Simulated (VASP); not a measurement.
A run of VASP 6.6.1:

The input INCAR:

```
PREC     = Accurate       # precision mode
ENCUT    = 520            # plane-wave cutoff, eV
EDIFF    = 1E-6           # SCF threshold, eV
ISMEAR   = 0              # smearing method
SIGMA    = 0.2            # smearing width, eV
LREAL    = F              # projectors in reciprocal space
LASPH    = T              # aspherical terms in the spheres
NELM     = 150            # most SCF steps
ALGO     = Normal         # electronic algorithm
ISIF     = 2              # what is computed and relaxed
LWAVE    = F              # write WAVECAR
LCHARG   = F              # write CHGCAR
ISPIN    = 2              # spin polarisation
MAGMOM   = 3 3 3 3 0 0    # initial moments
LORBIT   = 11             # projections on sites
LMAXMIX  = 4              # l up to which the mixer works
GGA      = PE             # functional
NBANDS   = 35             # bands
```

The input KPOINTS:

```
Automatic mesh
0
Gamma
  5 5 3
```

File POSCAR:

```
Co2Si
1.0
    3.8874683443      0.0000000000      0.0000000000
   -1.9437341721      3.3666463426      0.0000000000
    0.0000000000      0.0000000000      4.8961548068
Co Si
4 2
Direct
    0.0000000000      0.0000000000      0.5000000000
    0.0000000000      0.0000000000      0.0000000000
    0.3333333333      0.6666666667      0.7500000000
    0.6666666667      0.3333333333      0.2500000000
    0.6666666667      0.3333333333      0.7500000000
    0.3333333333      0.6666666667      0.2500000000
```

Potentials or basis: VASP PAW PBE potentials, release 64 (Co, Si).

The run is started by

```console
$ cat potpaw_PBE.64/Co/POTCAR potpaw_PBE.64/Si/POTCAR > POTCAR
$ mpirun -np 1 vasp_std > vasp.out
```

Hardware: 1 thread of Intel Xeon 8259CL, with other jobs on the host.

Question: How long does it take, and how much memory?

Answer: Wall time 2.8 min on 1 thread of Intel Xeon 8259CL, on a shared host, peak memory 0.21 GiB. Counts: scf iterations 21, k points 10.
